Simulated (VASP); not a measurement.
# SiNi3 (Pm-3m) in VASP: notebook

SiNi3 is run at these levels: PBE; tasks: single point.

All numbers are computed with VASP 6.6.1; they aren't measurements. Logs are shortened: lines on timing, memory, paths and dates and some standing lists are left out, and cuts for length are marked.

**1. The cell of the first run**

Symmetry: Pm-3m, No. 221, cubic system. The conventional cell has a = 3.542 Å, b = 3.542 Å, c = 3.542 Å, α = 90.00°, β = 90.00°, γ = 90.00°. Within 3.3 Å of Si (site symmetry m-3m) lie 12 Ni at 2.50 Å. Ni (site symmetry 4/mmm) has 4 Si at 2.50 Å and 8 Ni at 2.50 Å within 3.3 Å.

**2. Single point, PBE**

Contents of INCAR:

```
  PREC = Accurate
  ENCUT = 520
  EDIFF = 1E-6
  ISMEAR = 0
  SIGMA = 0.1
  LREAL = False
  LASPH = True
  NELM = 60
  ALGO = Fast
  ISIF = 2
  LWAVE = False
  LCHARG = True
  GGA = PE
  LELF = True
  LVHAR = True
  NBANDS = 25
```

Contents of KPOINTS:

```
Automatic mesh
0
Gamma
  12 12 12
```

Contents of POSCAR:

```
SiNi3
1.0
    3.5420000000      0.0000000000      0.0000000000
    0.0000000000      3.5420000000      0.0000000000
    0.0000000000      0.0000000000      3.5420000000
Si Ni
1 3
Direct
    0.0000000000      0.0000000000      0.0000000000
    0.0000000000      0.5000000000      0.5000000000
    0.5000000000      0.0000000000      0.5000000000
    0.5000000000      0.5000000000      0.0000000000
```

Potentials or basis: VASP PAW PBE potentials, release 64 (Si, Ni).

Command:

```bash
$ cat potpaw_PBE.64/Si/POTCAR potpaw_PBE.64/Ni/POTCAR > POTCAR
$ mpirun -np 1 vasp_std > vasp.out
```

OUTCAR:

```text
PREC = Accurate
   ENCUT = 520
   EDIFF = 1E-6
   ISMEAR = 0
   LREAL = False
   LASPH = True
   NELM = 60
   ISIF = 2
   GGA = PE

 ion  position               nearest neighbor table
   1  0.000  0.000  0.000-   2 2.50   3 2.50   4 2.50   2 2.50   3 2.50   2 2.50   4 2.50   2 2.50
                             3 2.50   4 2.50   3 2.50   4 2.50
   2  0.000  0.500  0.500-   1 2.50   3 2.50   4 2.50   1 2.50   4 2.50   1 2.50   3 2.50   1 2.50
                             3 2.50   4 2.50   4 2.50   3 2.50
   3  0.500  0.000  0.500-   1 2.50   2 2.50   4 2.50   1 2.50   4 2.50   2 2.50   4 2.50   4 2.50
                             1 2.50   2 2.50   1 2.50   2 2.50
   4  0.500  0.500  0.000-   1 2.50   2 2.50   3 2.50   2 2.50   3 2.50   1 2.50   3 2.50   3 2.50
                             1 2.50   2 2.50   2 2.50   1 2.50

  LATTYP: Found a simple cubic cell.
 ALAT       =     3.5420000000

  Lattice vectors:

 A1 = (   3.5420000000,   0.0000000000,   0.0000000000)
 A2 = (   0.0000000000,   3.5420000000,   0.0000000000)
 A3 = (   0.0000000000,   0.0000000000,   3.5420000000)

Analysis of symmetry for initial positions (statically):
=====================================================================
 Subroutine PRICEL returns:
 Original cell was already a primitive cell.

 Routine SETGRP: Setting up the symmetry group for a
 simple cubic supercell.

 Subroutine GETGRP returns: Found 48 space group operations
 (whereof 48 operations were pure point group operations)
 out of a pool of 48 trial point group operations.

The static configuration has the point symmetry O_h .

Analysis of symmetry for dynamics (positions and initial velocities):
=====================================================================
 Subroutine PRICEL returns:
 Original cell was already a primitive cell.

 Routine SETGRP: Setting up the symmetry group for a
 simple cubic supercell.

 Subroutine GETGRP returns: Found 48 space group operations
 (whereof 48 operations were pure point group operations)
 out of a pool of 48 trial point group operations.

The dynamic configuration has the point symmetry O_h .

 Subroutine INISYM returns: Found 48 space group operations
 (whereof 48 operations are pure point group operations),
 and found     1 'primitive' translations

----------------------------------------------------------------------------------------

                                     Primitive cell

  volume of cell :      44.4371

  direct lattice vectors                    reciprocal lattice vectors
     3.542000000  0.000000000  0.000000000     0.282326369  0.000000000  0.000000000
     0.000000000  3.542000000  0.000000000     0.000000000  0.282326369  0.000000000
     0.000000000  0.000000000  3.542000000     0.000000000  0.000000000  0.282326369

  length of vectors
     3.542000000  3.542000000  3.542000000     0.282326369  0.282326369  0.282326369

  position of ions in fractional coordinates (direct lattice)
     0.000000000  0.000000000  0.000000000
     0.000000000  0.500000000  0.500000000
     0.500000000  0.000000000  0.500000000
     0.500000000  0.500000000  0.000000000

  ion indices of the primitive-cell ions
   primitive index   ion index
                 1           1
                 2           2
                 3           3
                 4           4

----------------------------------------------------------------------------------------

 KPOINTS: Automatic mesh

Automatic generation of k-mesh.
 Grid dimensions read from file:
 generate k-points for:   12   12   12

 Generating k-lattice:

  Cartesian coordinates                     Fractional coordinates (reciprocal lattice)
     0.023527197  0.000000000  0.000000000     0.083333333  0.000000000  0.000000000
     0.000000000  0.023527197  0.000000000     0.000000000  0.083333333  0.000000000
     0.000000000  0.000000000  0.023527197     0.000000000  0.000000000  0.083333333

  Length of vectors
     0.023527197  0.023527197  0.023527197

  Shift w.r.t. Gamma in fractional coordinates (k-lattice)
     0.000000000  0.000000000  0.000000000

 Subroutine IBZKPT returns following result:
 ===========================================

 Found     84 irreducible k-points:

 Following reciprocal coordinates:
            Coordinates               Weight
  0.000000  0.000000  0.000000      1.000000
  0.083333  0.000000  0.000000      6.000000
  0.166667  0.000000  0.000000      6.000000
  0.250000  0.000000  0.000000      6.000000
  0.333333  0.000000  0.000000      6.000000
  0.416667  0.000000  0.000000      6.000000
[... 16 lines left out ...]
  0.333333  0.333333  0.000000     12.000000
  0.416667  0.333333  0.000000     24.000000
 [... further k-points ...]
   k-points           NKPTS =     84   k-points in BZ     NKDIM =     84   number of bands    NBANDS=     25
   number of dos      NEDOS =    301   number of ions     NIONS =      4
   total plane-waves  NPLWV =  21952
   dimension x,y,z NGX =    28 NGY =   28 NGZ =   28
   dimension x,y,z NGXF=    56 NGYF=   56 NGZF=   56
   ions per type =               1   3
   NGX,Y,Z   is equivalent  to a cutoff of  13.14, 13.14, 13.14 a.u.
   NGXF,Y,Z  is equivalent  to a cutoff of  26.28, 26.28, 26.28 a.u.
 SYSTEM =  unknown system
   PREC   = accura    normal or accurate (medium, high low for compatibility)
   ISTART =      0    job   : 0-new  1-cont  2-samecut
   ICHARG =      2    charge: 1-file 2-atom 10-const
   ISPIN  =      1    spin polarized calculation?
   LNONCOLLINEAR =      F non collinear calculations
   LSORBIT =      F    spin-orbit coupling
   LASPH  =      T    aspherical Exc in radial PAW
   ENCUT  =  520.0 eV  38.22 Ry    6.18 a.u.   6.59  6.59  6.59*2*pi/ulx,y,z
   NELM   =     60;   NELMIN=  2; NELMDL= -5     # of ELM steps
   EDIFF  = 0.1E-05   stopping-criterion for ELM
   LREAL  =      F    real-space projection
   EDIFFG = 0.1E-04   stopping-criterion for IOM
   NSW    =      0    number of steps for IOM
   IBRION =     -1    ionic relax: 0-MD 1-quasi-New 2-CG
   NFREE  =      0    steps in history (QN), initial steepest desc. (CG)
   ISIF   =      2    stress and relaxation
   ISYM   =      2    0-nonsym 1-usesym 2-fastsym
   POTIM  = 0.5000    time-step for ionic-motion
   TEBEG  =    0.0;   TEEND  =   0.0 temperature during run
   PSTRESS=    0.0 pullay stress
   NELECT =      34.0000    total number of electrons
   NUPDOWN=      -1.0000    fix difference up-down
   EMIN   =  10.00;   EMAX   =-10.00  energy-range for DOS
   EFERMI =   0.00;   METHOD = LEGACY
   ISMEAR =     0;   SIGMA  =   0.10  broadening in eV -4-tet -1-fermi 0-gaus
   EFERMI_NEDOS =   21; number of points for ismear=-14 and -15
   IALGO  =     68    algorithm
   IMIX   =      4    mixing-type and parameters
     AMIX     =   0.40;   BMIX     =  1.00
     AMIX_MAG =   1.60;   BMIX_MAG =  1.00
  volume/ion in A,a.u.               =      11.11        74.97
  Fermi-wavevector in a.u.,A,eV,Ry     =   1.497336  2.829555 30.504465  2.242015
  Thomas-Fermi vector in A             =   2.609237
   LORBIT       =      0    0 simple, 1 ext, 2 COOP (PROOUT), +10 PAW based schemes
   GGA     = PE    functional components
   LHFCALC =     F    Hartree Fock is set to
   AEXX    =    0.0000 exact exchange contribution
   IVDW    =     0    specifies the selected vdW correction
   LEPSILON=     F    determine dielectric tensor
   LRPA    =     F    only Hartree local field effects (RPA)
 non-spin polarized calculation
 RMM-DIIS sequential band-by-band and
 Gauss-broadening in eV      SIGMA  =   0.10
  energy-cutoff  :      520.00
  volume of cell :       44.44
 maximum number of plane-waves:      1222
 NGX is ok and might be reduce to    28

 number of electron      33.9999988 magnetization

 Free energy of the ion-electron system (eV)
  ---------------------------------------------------
  ext. energy  EPLUGINS =         0.00000000
  ---------------------------------------------------
  free energy    TOTEN  =       -23.66049360 eV

  energy without entropy =      -23.64992337  energy(sigma->0) =      -23.65520848

 E-fermi :  10.2048     XC(G=0): -12.9306

 val. band max:       10.1935667439   @ k =   0.0833   0.0833   0.0000
 cond. band min:      10.2250031192   @ k =   0.4167   0.4167   0.3333
 fundamental gap:      0.0314363753
 Fermi energy:        10.2047872290

 k-point     1 :       0.0000    0.0000    0.0000
  band No.  band energies     occupation
      1      -1.4828      2.00000
      2       5.5259      2.00000
      3       6.3351      2.00000
      4       6.3351      2.00000
      5       6.8325      2.00000
      6       6.8325      2.00000
[... 17 lines left out ...]
     24      20.5438      0.00000
     25      20.5438      0.00000

 k-point     2 :       0.0833    0.0000    0.0000
  band No.  band energies     occupation
      1      -1.4037      2.00000
      2       5.5404      2.00000
      3       6.2175      2.00000
      4       6.3907      2.00000
      5       6.8245      2.00000
      6       6.8245      2.00000
[... 17 lines left out ...]
     24      20.2855      0.00000
     25      20.3386      0.00000

 k-point     3 :       0.1667    0.0000    0.0000
  band No.  band energies     occupation
      1      -1.1693      2.00000
      2       5.4163      2.00000
      3       5.9931      2.00000
      4       6.5514      2.00000
      5       6.7964      2.00000
      6       6.7964      2.00000
[... 17 lines left out ...]
     24      19.4362      0.00000
     25      19.9501      0.00000

 k-point     4 :       0.2500    0.0000    0.0000
  band No.  band energies     occupation
      1      -0.7913      2.00000
      2       4.7622      2.00000
      3       6.0607      2.00000
      4       6.7436      2.00000
      5       6.7436      2.00000
      6       6.7970      2.00000
[... 17 lines left out ...]
     24      18.2647      0.00000
     25      20.2086      0.00000
[... 477 lines left out ...]
 k-point    22 :       0.5000    0.2500    0.0000
  band No.  band energies     occupation
      1       1.0422      2.00000
      2       3.3126      2.00000
      3       5.6047      2.00000
      4       6.4860      2.00000
      5       6.7666      2.00000
      6       7.3864      2.00000
[... 17 lines left out ...]
     24      19.6970      0.00000
     25      20.2068      0.00000

 k-point    23 :       0.3333    0.3333    0.0000
  band No.  band energies     occupation
      1       0.7559      2.00000
      2       4.5857      2.00000
      3       4.7466      2.00000
      4       6.4839      2.00000
      5       6.7583      2.00000
      6       7.2865      2.00000
[... 17 lines left out ...]
     24      19.8252      0.00000
     25      20.3330      0.00000

 k-point    24 :       0.4167    0.3333    0.0000
  band No.  band energies     occupation
      1       1.1939      2.00000
      2       4.0128      2.00000
      3       4.9216      2.00000
      4       6.4455      2.00000
      5       6.8237      2.00000
      6       7.4375      2.00000
[... 17 lines left out ...]
     24      19.7878      0.00000
     25      20.6455      0.00000

 [... further k-points ...]
[... 5 lines left out ...]
  --------------------------------------------------------------------------------------
  -------------------------------------------------------------------------------------
  Total       -1.6387231     -1.6387231     -1.6387231     -0.0000000     -0.0000000     -0.0000000
  in kB      -59.0840799    -59.0840799    -59.0840799     -0.0000000     -0.0000000     -0.0000000
  external PRESSURE =     -59.0840799 kB  Pullay stress =       0.0000000 kB

 VOLUME and BASIS-vectors are now :
 -----------------------------------------------------------------------------
  energy-cutoff  :      520.00
  volume of cell :       44.44
      direct lattice vectors                 reciprocal lattice vectors
     3.542000000  0.000000000  0.000000000     0.282326369  0.000000000  0.000000000
     0.000000000  3.542000000  0.000000000     0.000000000  0.282326369  0.000000000
     0.000000000  0.000000000  3.542000000     0.000000000  0.000000000  0.282326369

 POSITION                                       TOTAL-FORCE (eV/Angst)
 -----------------------------------------------------------------------------------
      0.00000      0.00000      0.00000         0.000000      0.000000      0.000000
      0.00000      1.77100      1.77100         0.000000      0.000000      0.000000
      1.77100      0.00000      1.77100         0.000000      0.000000      0.000000
      1.77100      1.77100      0.00000         0.000000      0.000000      0.000000
 -----------------------------------------------------------------------------------
    total drift:                                0.000000      0.000000      0.000000

  FREE ENERGIE OF THE ION-ELECTRON SYSTEM (eV)
  ---------------------------------------------------
  free  energy   TOTEN  =       -23.6604935982 eV

  energy  without entropy=      -23.6499233678  energy(sigma->0) =      -23.65520848
```

Wall time 2.6 min (1 thread of AMD EPYC 7R43 (Zen 3), shared host); peak memory 0.17 GiB.

Results:

| Quantity | Value |
| --- | --- |
| Free energy | -23.6605 eV |
| Pressure | -5.9 GPa |
| Band gap on the k mesh | zero (band 17 reaches 10.23 eV, above the bottom of band 18 at 10.00 eV) |

Spin polarisation is off, so any magnetic state and its effect on volume and gap are missing.

**3. Single point, PBE**

Contents of INCAR:

```
PREC     = Accurate       # precision mode
ENCUT    = 520            # plane-wave cutoff, eV
EDIFF    = 1E-6           # SCF threshold, eV
ISMEAR   = 0              # smearing method
SIGMA    = 0.1            # smearing width, eV
LREAL    = False          # projectors in reciprocal space
LASPH    = True           # aspherical terms in the spheres
NELM     = 60             # most SCF steps
ALGO     = Normal         # electronic algorithm
ISIF     = 2              # what is computed and relaxed
LWAVE    = False          # write WAVECAR
LCHARG   = True           # write CHGCAR
GGA      = PE             # functional
LELF     = True           # ELF
LVHAR    = True         
NBANDS   = 25             # bands
```

Contents of KPOINTS:

```
regular mesh
0
Gamma
  12 12 12
```

Contents of POSCAR:

```
SiNi3
1.0
    3.5409853205      0.0000000000      0.0000000000
    0.0000000000      3.5409853205      0.0000000000
    0.0000000000      0.0000000000      3.5409853205
Si Ni
1 3
Direct
    0.0000000000      0.0000000000      0.0000000000
    0.0000000000      0.5000000000      0.5000000000
    0.5000000000      0.0000000000      0.5000000000
    0.5000000000      0.5000000000      0.0000000000
```

Potentials or basis: VASP PAW PBE potentials, release 64 (Si, Ni).

Command:

```bash
$ cat potpaw_PBE.64/Si/POTCAR potpaw_PBE.64/Ni/POTCAR > POTCAR
$ mpirun -np 1 vasp_std > vasp.out
```

It took 2.3 min on 1 thread of AMD EPYC 7R43 (Zen 3), shared host; peak memory 0.17 GiB.

It converged, with:

```
Free energy            : -23.6619 eV
Pressure               : -5.8 GPa
Band gap on the k mesh : zero (band 17 reaches 10.25 eV, above the bottom of band 18 at 10.02 eV)
```

Levels at points of the mesh, in eV from the Fermi level:
```tsv
k point	band 13	band 14	band 15	band 16	band 17	band 18	band 19	band 20	band 21	band 22
(0.00, 0.00, 0.00)	-0.85	-0.60	-0.60	-0.29	0.03	0.03	0.03	4.55	6.19	6.19
(0.50, 0.00, 0.00)	-1.25	-1.23	-1.10	-0.53	0.03	3.49	3.49	4.98	5.20	5.20
(0.50, 0.50, 0.00)	-1.37	-1.36	-1.06	-0.97	-0.90	0.62	0.62	5.40	6.19	7.56
(0.50, 0.50, 0.50)	-1.38	-1.19	-1.19	-0.33	-0.20	-0.20	-0.20	1.08	3.89	3.89
```

**4. Single point, PBE (volume scaled by 1.06)**

Contents of INCAR:

```
ALGO     = Fast           # electronic algorithm
EDIFF    = 1E-7           # SCF threshold, eV
ENCUT    = 520            # plane-wave cutoff, eV
GGA      = PE             # functional
ISIF     = 2              # what is computed and relaxed
ISMEAR   = 0              # smearing method
LASPH    = T              # aspherical terms in the spheres
LCHARG   = T              # write CHGCAR
LELF     = T              # ELF
LREAL    = F              # projectors in reciprocal space
LVHAR    = T            
LWAVE    = F              # write WAVECAR
NBANDS   = 25             # bands
NELM     = 80             # most SCF steps
PREC     = Accurate       # precision mode
SIGMA    = 0.1            # smearing width, eV
```

Contents of KPOINTS:

```
k-points
0
Gamma
  12 12 12
```

Contents of POSCAR:

```
SiNi3
1.0
    3.5750353451      0.0000000000      0.0000000000
    0.0000000000      3.5750353451      0.0000000000
    0.0000000000      0.0000000000      3.5750353451
Si Ni
1 3
Direct
    0.0000000000      0.0000000000      0.0000000000
    0.0000000000      0.5000000000      0.5000000000
    0.5000000000      0.0000000000      0.5000000000
    0.5000000000      0.5000000000      0.0000000000
```

Command:

```bash
$ cat potpaw_PBE.64/Si/POTCAR potpaw_PBE.64/Ni/POTCAR > POTCAR
$ mpirun -np 1 vasp_std > vasp.out
```

Wall time 3.3 min (1 thread of AMD EPYC 7R43 (Zen 3), shared host); peak memory 0.16 GiB.

It converged, with:

```
Free energy            : -23.5947 eV
Pressure               : -10.7 GPa
Band gap on the k mesh : zero (band 17 reaches 9.83 eV, above the bottom of band 18 at 9.61 eV)
```

Levels at points of the mesh, in eV from the Fermi level:
```csv
k point,band 13,band 14,band 15,band 16,band 17,band 18,band 19,band 20,band 21,band 22
"(0.00, 0.00, 0.00)",-0.81,-0.57,-0.57,-0.28,0.02,0.02,0.02,4.29,6.06,6.06
"(0.50, 0.00, 0.00)",-1.20,-1.18,-1.05,-0.51,0.02,3.38,3.38,4.77,5.13,5.13
"(0.50, 0.50, 0.00)",-1.31,-1.30,-1.02,-0.93,-0.87,0.59,0.59,5.24,6.05,7.46
"(0.50, 0.50, 0.50)",-1.32,-1.14,-1.14,-0.27,-0.19,-0.19,-0.19,0.96,3.77,3.77
```

**5. Overview**

```csv
cell,gap on the mesh (eV),pressure (GPa)
"a = 3.542 Å, 4 atoms",none,-5.9
"a = 3.541 Å, 4 atoms",none,-5.8
"a = 3.575 Å, 4 atoms",none,-10.7
```

Alike in all rows: task single point; level PBE; potentials or basis VASP PAW PBE potentials, release 64 (Si, Ni); no spin polarisation; k mesh 12 × 12 × 12; cutoff (eV) 520; smearing gaussian 0.1 eV.

Total energies depend on the potentials used, so only differences within one code and one set of settings carry meaning.
